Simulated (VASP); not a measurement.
# Si2Sn: single point with PBE

Si2Sn:

```
Si Sn
1.0
     3.25973   -1.90726    0.00000
     3.25973    1.90726    0.00000
    -0.06191    0.00000    5.02436
Si Sn
2 1
Direct
  0.66657 0.66657 0.40029
  0.33343 0.33343 0.59971
  0.00000 0.00000 0.00000
```

```json
{
  "Program": "VASP 6.6.1",
  "Task": "single point",
  "Functional": "PBE",
  "Potentials or basis": "VASP PAW PBE potentials, release 64 (Si, Sn_d)",
  "Cutoff": "520 eV",
  "k mesh": "6 × 6 × 4",
  "Occupations": "gaussian, width 0.1 eV",
  "Spin": "no spin polarisation"
}
```

```json
{
  "Pressure": "-0.1 GPa",
  "Largest force": "0.015 eV/Å",
  "Band gap on the k mesh": "zero (bands 11 and 12 overlap by 3.42 eV)"
}
```

Forces on the atoms (eV/Å):
```
Si  -0.004  0.000  0.015
Si   0.004  0.000 -0.015
Sn   0.000  0.000  0.000
```

Stress tensor (GPa, compression positive):
```
 1.15  0.00  0.35
 0.00  0.39  0.00
 0.35  0.00 -1.74
```

Levels at points of the mesh, in eV from the Fermi level:
```
           k point  band 8  band 9  band 10  band 11  band 12  band 13  band 14  band 15
(0.00, 0.00, 0.00)   -5.76   -0.60    -0.46     1.30     1.43     2.25     4.15     6.47
(0.50, 0.00, 0.00)   -4.33   -2.77    -2.64    -2.34    -1.63     1.47     3.17     4.48
(0.50, 0.50, 0.00)   -4.31   -2.80    -2.60    -2.37    -1.71     1.42     3.02     4.28
(0.00, 0.00, 0.50)   -0.56   -0.40    -0.09     0.64     2.68     2.68     2.87     3.21
(0.50, 0.00, 0.50)   -7.08   -5.29    -2.06    -0.15     0.57     0.80     3.99     5.21
(0.50, 0.50, 0.50)   -6.98   -5.26    -2.21    -0.32     0.38     0.72     3.82     5.45
```

Wall time 59 s on 1 thread of AMD EPYC 7R13, with other jobs on the host, peak memory 0.17 GiB.

Caveat: spin-orbit coupling is left out, which moves the levels of the heavy elements.
